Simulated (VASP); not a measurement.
A run of VASP 6.6.1 is set up as follows.

File INCAR:

```
SYSTEM = Si4Ru
PREC = Accurate
ENCUT = 520
EDIFF = 1E-6
ISMEAR = 0
SIGMA = 0.1
LREAL = .FALSE.
LASPH = .TRUE.
NELM = 100
ALGO = Normal
ISIF = 2
LWAVE = .FALSE.
LCHARG = .TRUE.
GGA = PE
LELF = .TRUE.
LVHAR = .TRUE.
NBANDS = 23
```

The input KPOINTS:

```
Automatic mesh
0
G
  8 8 14
  0 0 0
```

File POSCAR:

```
Si4Ru
1.0
    5.2930701862      0.0000000000      0.0000000000
    0.0000000000      5.2930701862      0.0000000000
    0.0000000000      0.0000000000      2.7883563741
Si Ru
4 1
Direct
    0.2263757323      0.7736242677      0.5000000000
    0.7736242677      0.7736242677      0.5000000000
    0.2263757323      0.2263757323      0.5000000000
    0.7736242677      0.2263757323      0.5000000000
    0.5000000000      0.5000000000      0.0000000000
```

Potentials or basis: VASP PAW PBE potentials, release 64 (Si, Ru_pv).

Run with:

```bash
$ cat potpaw_PBE.64/Si/POTCAR potpaw_PBE.64/Ru_pv/POTCAR > POTCAR
$ mpirun -np 1 vasp_std > vasp.out
```

(1) Predict the largest force.

(2) Predict the band gap on the k mesh.

(3) Estimate the pressure.

Answers

(1) 0.006 eV/Å.

(2) zero (band 15 reaches 9.50 eV, above the bottom of band 16 at 8.53 eV).

(3) 0.0 GPa.
